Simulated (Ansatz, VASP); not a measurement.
Two plane-wave programs on Ru

```
Ru
1.0
     2.62463    0.00000    0.00000
    -1.31231    2.27299    0.00000
     0.00000    0.00000    4.34613
Ru
2
Direct
  0.33333 0.66667 0.25000
  0.66667 0.33333 0.75000
```

Change from the starting cell: strain -0.030 along x and y, +0.015 along z, atoms carried along.

Alike in both runs: task single point; functional PBEsol; k mesh 21 × 21 × 12; occupations gaussian, width 0.15 eV; no spin polarisation.

|  | VASP | Ansatz |
| --- | --- | --- |
| version | VASP 6.6.1 | Ansatz 0.2.0 |
| potentials or method | VASP PAW PBE potentials, release 64 (Ru_pv), cutoff 520 eV | scalar-relativistic, plane waves, PAW |
| valence electrons in the cell | 28 | 32 |

```tsv
	VASP	Ansatz	Ansatz less VASP
gap on the k mesh at the Fermi level (eV)	none	none	-
pressure (GPa)	10.3	10.3	+0.03
traceless stress, the component that is largest in VASP (GPa)	-16.79	-16.79	-0.004
```

VASP's potentials were made for PBE, not for PBEsol. A gap of «none» marks a metal or a gap that the smearing closes. VASP's potentials hold 28 valence electrons a cell and Ansatz's 32, so a difference there can come from the potentials and not from the codes.
